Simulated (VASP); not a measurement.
Here is a VASP 6.6.1 calculation.

File INCAR:

```
SYSTEM = TePb
PREC = Accurate
ENCUT = 520
EDIFF = 1E-6
ISMEAR = -1
SIGMA = 0.02
LREAL = .False.
LASPH = .True.
NELM = 100
ALGO = Normal
ISIF = 2
LWAVE = .False.
LCHARG = .False.
GGA = PE
NBANDS = 17
```

KPOINTS

```
regular mesh
0
Gamma
  8 8 8
  0 0 0
```

File POSCAR:

```
TePb
1.0
    0.0000000000      3.3331935858      3.3331935858
    3.3331935858      0.0000000000      3.3331935858
    3.3331935858      3.3331935858      0.0000000000
Pb Te
1 1
Direct
    0.0000000000      0.0000000000      0.0000000000
    0.5000000000      0.5000000000      0.5000000000
```

Potentials or basis: VASP PAW PBE potentials, release 64 (Pb_d, Te).

Run with:

```console
$ cat potpaw_PBE.64/Pb_d/POTCAR potpaw_PBE.64/Te/POTCAR > POTCAR
$ mpirun -np 1 vasp_std > vasp.out
```

Question: Estimate the band gap on the k mesh.

Answer: 0.91 eV.

Question: What does it give for the pressure?

Answer: -1.6 GPa.

Caveat: the cell differs from its parent crystal (strain +2.0%); spin-orbit coupling is left out, which moves the levels of the heavy elements. A k mesh can miss the band edges.
